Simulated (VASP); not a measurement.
# Ag (R-3m) in VASP: notebook

The runs below take Ag through single point, with r2SCAN.

All numbers are computed with VASP 6.6.1; they aren't measurements. Logs are shortened: lines on timing, memory, paths and dates and some standing lists are left out, and cuts for length are marked.

### Step 1. The cell of the first run

It takes space group R-3m (No. 166, trigonal). Conventional cell: a = 4.706 Å, b = 4.706 Å, c = 2.839 Å, α = 90.00°, β = 90.00°, γ = 120.00°. Ag (site symmetry -3m) has 14 Ag at 2.84 to 3.31 Å within 3.7 Å.

### Step 2. Single point, r2SCAN

The input, POSCAR:

```
Ag
1.0
   -1.6722105400      1.6556540000      1.6556540000
    1.6556540000     -1.6722105400      1.6556540000
    1.6556540000      1.6556540000     -1.6722105400
Ag
1
Direct
    0.0000000000      0.0000000000      0.0000000000
```

The input, INCAR.step1:

```
  ALGO = Normal
  EDIFF = 1E-4
  ENCUT = 520
  GGA = PE
  ISMEAR = -1
  LASPH = T
  LCHARG = F
  LREAL = F
  LWAVE = T
  NBANDS = 12
  NELM = 80
  PREC = Accurate
  SIGMA = 0.1
```

The input, INCAR.step2:

```
  ALGO = Normal
  EDIFF = 1E-6
  ENCUT = 520
  ISIF = 2
  ISMEAR = -1
  ISTART = 1
  LASPH = T
  LCHARG = F
  LMIXTAU = T
  LREAL = F
  LWAVE = F
  METAGGA = R2SCAN
  NBANDS = 12
  NELM = 80
  PREC = Accurate
  SIGMA = 0.1
```

The input, KPOINTS:

```
k-points
0
Gamma
  15 15 15
```

Potentials or basis: VASP PAW PBE potentials, release 64 (Ag).

The run is started by

```bash
$ cat potpaw_PBE.64/Ag/POTCAR > POTCAR
$ cp INCAR.step1 INCAR
$ mpirun -np 1 vasp_std > vasp.out
$ cp INCAR.step2 INCAR
$ mpirun -np 1 vasp_std > vasp.out
```

OUTCAR:

```text
EDIFF = 1E-6
   ENCUT = 520
   ISIF = 2
   ISMEAR = -1
   ISTART = 1
   LASPH = T
   LREAL = F
   METAGGA = R2SCAN
   NELM = 80
   PREC = Accurate

 ion  position               nearest neighbor table
   1  0.000  0.000  0.000-

  LATTYP: Found a trigonal (rhomboedric) cell.
 ALAT       =     2.8772675276
 COS(alpha) =    -0.3377371610

  Lattice vectors:

 A1 = (  -1.6722105400,   1.6556540000,   1.6556540000)
 A2 = (   1.6556540000,  -1.6722105400,   1.6556540000)
 A3 = (   1.6556540000,   1.6556540000,  -1.6722105400)

Analysis of symmetry for initial positions (statically):
=====================================================================
 Subroutine PRICEL returns:
 Original cell was already a primitive cell.

 Routine SETGRP: Setting up the symmetry group for a
 trigonal (rhombohedral) supercell.

 Subroutine GETGRP returns: Found 12 space group operations
 (whereof 12 operations were pure point group operations)
 out of a pool of 12 trial point group operations.

The static configuration has the point symmetry D_3d.

Analysis of symmetry for dynamics (positions and initial velocities):
=====================================================================
 Subroutine PRICEL returns:
 Original cell was already a primitive cell.

 Routine SETGRP: Setting up the symmetry group for a
 trigonal (rhombohedral) supercell.

 Subroutine GETGRP returns: Found 12 space group operations
 (whereof 12 operations were pure point group operations)
 out of a pool of 12 trial point group operations.

The dynamic configuration has the point symmetry D_3d.

 Subroutine INISYM returns: Found 12 space group operations
 (whereof 12 operations are pure point group operations),
 and found     1 'primitive' translations

----------------------------------------------------------------------------------------

                                     Primitive cell

  volume of cell :      18.1525

  direct lattice vectors                    reciprocal lattice vectors
    -1.672210540  1.655654000  1.655654000     0.003035283  0.303528283  0.303528283
     1.655654000 -1.672210540  1.655654000     0.303528283  0.003035283  0.303528283
     1.655654000  1.655654000 -1.672210540     0.303528283  0.303528283  0.003035283

  length of vectors
     2.877267528  2.877267528  2.877267528     0.429264546  0.429264546  0.429264546

  position of ions in fractional coordinates (direct lattice)
     0.000000000  0.000000000  0.000000000

  ion indices of the primitive-cell ions
   primitive index   ion index
                 1           1

----------------------------------------------------------------------------------------

 KPOINTS: k-points

Automatic generation of k-mesh.
 Grid dimensions read from file:
 generate k-points for:   15   15   15

 Generating k-lattice:

  Cartesian coordinates                     Fractional coordinates (reciprocal lattice)
     0.000202352  0.020235219  0.020235219     0.066666667  0.000000000  0.000000000
     0.020235219  0.000202352  0.020235219     0.000000000  0.066666667  0.000000000
     0.020235219  0.020235219  0.000202352     0.000000000  0.000000000  0.066666667

  Length of vectors
     0.028617636  0.028617636  0.028617636

  Shift w.r.t. Gamma in fractional coordinates (k-lattice)
     0.000000000  0.000000000  0.000000000

 Subroutine IBZKPT returns following result:
 ===========================================

 Found    344 irreducible k-points:

 Following reciprocal coordinates:
            Coordinates               Weight
  0.000000  0.000000  0.000000      1.000000
  0.066667  0.000000  0.000000      6.000000
  0.133333  0.000000  0.000000      6.000000
  0.200000  0.000000  0.000000      6.000000
  0.266667  0.000000  0.000000      6.000000
  0.333333  0.000000  0.000000      6.000000
[... 16 lines left out ...]
  0.133333  0.133333  0.000000      6.000000
  0.200000  0.133333  0.000000     12.000000
 [... further k-points ...]
   k-points           NKPTS =    344   k-points in BZ     NKDIM =    344   number of bands    NBANDS=     12
   number of dos      NEDOS =    301   number of ions     NIONS =      1
   total plane-waves  NPLWV =  13824
   dimension x,y,z NGX =    24 NGY =   24 NGZ =   24
   dimension x,y,z NGXF=    48 NGYF=   48 NGZF=   48
   ions per type =               1
   NGX,Y,Z   is equivalent  to a cutoff of  13.87, 13.87, 13.87 a.u.
   NGXF,Y,Z  is equivalent  to a cutoff of  27.73, 27.73, 27.73 a.u.
 SYSTEM =  unknown system
   PREC   = accura    normal or accurate (medium, high low for compatibility)
   ISTART =      1    job   : 0-new  1-cont  2-samecut
   ICHARG =      0    charge: 1-file 2-atom 10-const
   ISPIN  =      1    spin polarized calculation?
   LNONCOLLINEAR =      F non collinear calculations
   LSORBIT =      F    spin-orbit coupling
   LASPH  =      T    aspherical Exc in radial PAW
   ENCUT  =  520.0 eV  38.22 Ry    6.18 a.u.   5.35  5.35  5.35*2*pi/ulx,y,z
   NELM   =     80;   NELMIN=  2; NELMDL=  0     # of ELM steps
   EDIFF  = 0.1E-05   stopping-criterion for ELM
   LREAL  =      F    real-space projection
   EDIFFG = 0.1E-04   stopping-criterion for IOM
   NSW    =      0    number of steps for IOM
   IBRION =     -1    ionic relax: 0-MD 1-quasi-New 2-CG
   NFREE  =      0    steps in history (QN), initial steepest desc. (CG)
   ISIF   =      2    stress and relaxation
   ISYM   =      2    0-nonsym 1-usesym 2-fastsym
   POTIM  = 0.5000    time-step for ionic-motion
   TEBEG  =    0.0;   TEEND  =   0.0 temperature during run
   PSTRESS=    0.0 pullay stress
   NELECT =      11.0000    total number of electrons
   NUPDOWN=      -1.0000    fix difference up-down
   EMIN   =  10.00;   EMAX   =-10.00  energy-range for DOS
   EFERMI =   0.00;   METHOD = LEGACY
   ISMEAR =    -1;   SIGMA  =   0.10  broadening in eV -4-tet -1-fermi 0-gaus
   EFERMI_NEDOS =   21; number of points for ismear=-14 and -15
   IALGO  =     38    algorithm
   IMIX   =      4    mixing-type and parameters
     AMIX     =   0.40;   BMIX     =  1.00
     AMIX_MAG =   1.60;   BMIX_MAG =  1.00
  volume/ion in A,a.u.               =      18.15       122.50
  Fermi-wavevector in a.u.,A,eV,Ry     =   1.385353  2.617937 26.112332  1.919202
  Thomas-Fermi vector in A             =   2.509771
   LORBIT       =      0    0 simple, 1 ext, 2 COOP (PROOUT), +10 PAW based schemes
   METAGGA = R2SCAN    functional components
   LHFCALC =     F    Hartree Fock is set to
   AEXX    =    0.0000 exact exchange contribution
   IVDW    =     0    specifies the selected vdW correction
   LEPSILON=     F    determine dielectric tensor
   LRPA    =     F    only Hartree local field effects (RPA)
 non-spin polarized calculation
  energy-cutoff  :      520.00
  volume of cell :       18.15
 maximum number of plane-waves:       501
 NGX is ok and might be reduce to    24
   NGX = 11   NGY = 11   NGZ = 11

 number of electron      11.0000001 magnetization

 Free energy of the ion-electron system (eV)
  ---------------------------------------------------
  ext. energy  EPLUGINS =         0.00000000
  ---------------------------------------------------
  free energy    TOTEN  =       -21.32351124 eV

  energy without entropy =      -21.31494665  energy(sigma->0) =      -21.31922894

 E-fermi :   7.6403     XC(G=0): -12.5364

 val. band max:        7.6396462702   @ k =  -0.2000  -0.3333   0.0667
 cond. band min:       7.6482825435   @ k =  -0.3333   0.4000   0.2000
 fundamental gap:      0.0086362733
 Fermi energy:         7.6402777820

 k-point     1 :       0.0000    0.0000    0.0000
  band No.  band energies     occupation
      1       0.1144      2.00000
      2       2.4857      2.00000
      3       2.6021      2.00000
      4       2.6021      2.00000
      5       3.7885      2.00000
      6       3.7885      2.00000
      7      25.8724      0.00000
      8      26.1495      0.00000
      9      26.1495      0.00000
     10      31.4106      0.00000
     11      31.4106      0.00000
     12      31.8764      0.00000

 k-point     2 :       0.0667    0.0000    0.0000
  band No.  band energies     occupation
      1       0.2607      2.00000
      2       2.5327      2.00000
      3       2.5684      2.00000
      4       2.6439      2.00000
      5       3.7496      2.00000
      6       3.7894      2.00000
      7      25.7307      0.00000
      8      25.8492      0.00000
      9      26.2012      0.00000
     10      29.9429      0.00000
     11      30.1057      0.00000
     12      30.7218      0.00000

 k-point     3 :       0.1333    0.0000    0.0000
  band No.  band energies     occupation
      1       0.6724      2.00000
      2       2.4743      2.00000
      3       2.5970      2.00000
      4       2.8466      2.00000
      5       3.6616      2.00000
      6       3.7932      2.00000
      7      24.2311      0.00000
      8      25.4592      0.00000
      9      26.3607      0.00000
     10      28.6011      0.00000
     11      29.0599      0.00000
     12      29.1253      0.00000
[... 286 lines left out ...]
 k-point    23 :       0.1333    0.1333    0.0000
  band No.  band energies     occupation
      1       1.5216      2.00000
      2       2.4405      2.00000
      3       2.4591      2.00000
      4       3.5162      2.00000
      5       3.6011      2.00000
      6       3.8994      2.00000
      7      21.9107      0.00000
      8      22.0885      0.00000
      9      25.2676      0.00000
     10      26.8021      0.00000
     11      29.4787      0.00000
     12      30.7787      0.00000

 k-point    24 :       0.2000    0.1333    0.0000
  band No.  band energies     occupation
      1       1.7601      2.00000
      2       2.2790      2.00000
      3       2.7460      2.00000
      4       3.5094      2.00000
      5       3.8523      2.00000
      6       4.5261      2.00000
      7      19.2720      0.00000
      8      20.9190      0.00000
      9      23.9748      0.00000
     10      27.1249      0.00000
     11      30.1340      0.00000
     12      31.2355      0.00000

 [... further k-points ...]
[... 5 lines left out ...]
  --------------------------------------------------------------------------------------
  -------------------------------------------------------------------------------------
  Total       -0.4123903     -0.4123903     -0.4123903      0.0623095      0.0623095      0.0623095
  in kB      -36.3984550    -36.3984550    -36.3984550      5.4995687      5.4995687      5.4995687
  external PRESSURE =     -36.3984550 kB  Pullay stress =       0.0000000 kB

 VOLUME and BASIS-vectors are now :
 -----------------------------------------------------------------------------
  energy-cutoff  :      520.00
  volume of cell :       18.15
      direct lattice vectors                 reciprocal lattice vectors
    -1.672210540  1.655654000  1.655654000     0.003035283  0.303528283  0.303528283
     1.655654000 -1.672210540  1.655654000     0.303528283  0.003035283  0.303528283
     1.655654000  1.655654000 -1.672210540     0.303528283  0.303528283  0.003035283

 POSITION                                       TOTAL-FORCE (eV/Angst)
 -----------------------------------------------------------------------------------
      0.00000      0.00000      0.00000         0.000000     -0.000000      0.000000
 -----------------------------------------------------------------------------------
    total drift:                               -0.000000      0.000000      0.000000

  FREE ENERGIE OF THE ION-ELECTRON SYSTEM (eV)
  ---------------------------------------------------
  free  energy   TOTEN  =       -21.3235112384 eV

  energy  without entropy=      -21.3149466479  energy(sigma->0) =      -21.31922894
```

Run time: 78 s. Hardware: 1 thread of Intel Xeon 6975P-C (Granite Rapids), shared host; peak memory 0.2 GiB.

Results:

| Property | Result |
| --- | --- |
| Free energy | -21.3235 eV |
| Pressure | -3.6 GPa |

Stress tensor (GPa, compression positive):
```
-3.64  0.55  0.55
 0.55 -3.64  0.55
 0.55  0.55 -3.64
```

Caveat: the PAW data sets were made with another functional, which shifts forces and pressure a little.

### Step 3. Single point, r2SCAN

The input, POSCAR:

```
Ag
1.0
   -1.6390974600      1.6556540000      1.6556540000
    1.6556540000     -1.6390974600      1.6556540000
    1.6556540000      1.6556540000     -1.6390974600
Ag
1
Direct
    0.0000000000      0.0000000000      0.0000000000
```

The input, INCAR.step1:

```
PREC = Accurate
ENCUT = 520
ISMEAR = -1
SIGMA = 0.1
LREAL = False
LASPH = True
NELM = 80
NBANDS = 12
GGA = PE
ALGO = Normal
EDIFF = 1E-4
LWAVE = True
LCHARG = False
```

The input, INCAR.step2:

```
PREC = Accurate
ENCUT = 520
EDIFF = 1E-6
ISMEAR = -1
SIGMA = 0.1
LREAL = False
LASPH = True
NELM = 80
ALGO = Normal
ISIF = 2
LWAVE = False
LCHARG = False
METAGGA = R2SCAN
LMIXTAU = True
NBANDS = 12
ISTART = 1
```

The input, KPOINTS:

```
Automatic mesh
0
Gamma
  15 15 15
```

Potentials or basis: VASP PAW PBE potentials, release 64 (Ag).

The run is started by

```bash
$ cat potpaw_PBE.64/Ag/POTCAR > POTCAR
$ cp INCAR.step1 INCAR
$ mpirun -np 1 vasp_std > vasp.out
$ cp INCAR.step2 INCAR
$ mpirun -np 1 vasp_std > vasp.out
```

It took 77 s on 1 thread of Intel Xeon 6975P-C (Granite Rapids), shared host; peak memory 0.2 GiB.

The run converged. Its results:

| Item | Value |
| --- | --- |
| Free energy | -21.3236 eV |
| Pressure | -3.6 GPa |

Stress tensor (GPa, compression positive):
```
-3.64 -0.51 -0.51
-0.51 -3.64 -0.51
-0.51 -0.51 -3.64
```

Levels at points of the mesh, in eV from the Fermi level:
```tsv
k point	band 1	band 2	band 3	band 4	band 5	band 6	band 7	band 8	band 9	band 10
(0.00, 0.00, 0.00)	-7.53	-5.12	-5.12	-5.00	-3.85	-3.85	18.32	18.32	18.61	23.60
```

Caveat: the PAW data sets were made with another functional, which shifts forces and pressure a little.

### Step 4. Single point, r2SCAN

The input, POSCAR:

```
Ag
1.0
   -1.6225409200      1.6556540000      1.6556540000
    1.6556540000     -1.6225409200      1.6556540000
    1.6556540000      1.6556540000     -1.6225409200
Ag
1
Direct
    0.0000000000      0.0000000000      0.0000000000
```

The input, INCAR.step1:

```
SYSTEM = Ag
ALGO = Normal
EDIFF = 1E-4
ENCUT = 520
GGA = PE
ISMEAR = -1
LASPH = .TRUE.
LCHARG = .FALSE.
LREAL = .FALSE.
LWAVE = .TRUE.
NBANDS = 12
NELM = 60
PREC = Accurate
SIGMA = 0.1
```

The input, INCAR.step2:

```
SYSTEM = Ag
ALGO = Normal
EDIFF = 1E-6
ENCUT = 520
ISIF = 2
ISMEAR = -1
ISTART = 1
LASPH = .TRUE.
LCHARG = .FALSE.
LMIXTAU = .TRUE.
LREAL = .FALSE.
LWAVE = .FALSE.
METAGGA = R2SCAN
NBANDS = 12
NELM = 60
PREC = Accurate
SIGMA = 0.1
```

The input, KPOINTS:

```
k-points
0
G
  15 15 15
  0 0 0
```

The run is started by

```bash
$ cat potpaw_PBE.64/Ag/POTCAR > POTCAR
$ cp INCAR.step1 INCAR
$ mpirun -np 1 vasp_std > vasp.out
$ cp INCAR.step2 INCAR
$ mpirun -np 1 vasp_std > vasp.out
```

Wall time 76 s (1 thread of Intel Xeon 6975P-C (Granite Rapids), shared host); peak memory 0.2 GiB.

The run converged. Its results:

| Property | Result |
| --- | --- |
| Free energy | -21.3212 eV |
| Pressure | -3.5 GPa |

Stress tensor (GPa, compression positive):
```
-3.54 -0.97 -0.97
-0.97 -3.54 -0.97
-0.97 -0.97 -3.54
```

Levels at points of the mesh, in eV from the Fermi level:
| k point | band 3 | band 4 | band 5 | band 6 | band 7 | band 8 |
| --- | --- | --- | --- | --- | --- | --- |
| (0.00, 0.00, 0.00) | -5.16 | -4.93 | -3.85 | -3.85 | 18.20 | 18.20 |

Caveat: the PAW data sets were made with another functional, which shifts forces and pressure a little.

### Step 5. Summary

```tsv
cell	gap on the mesh (eV)	pressure (GPa)
a = 2.877 Å, angles 109.7°, 1 atom	none	-3.6
a = 2.858 Å, angles 109.2°, 1 atom	none	-3.6
a = 2.849 Å, angles 108.9°, 1 atom	none	-3.5
```

Alike in all rows: task single point; level r2SCAN; potentials or basis VASP PAW PBE potentials, release 64 (Ag); no spin polarisation; k mesh 15 × 15 × 15; cutoff (eV) 520; smearing fermi-dirac 0.1 eV.

Caveats: the PAW data sets were made with another functional, which shifts forces and pressure a little.

Total energies depend on the potentials used, so only differences within one code and one set of settings carry meaning.
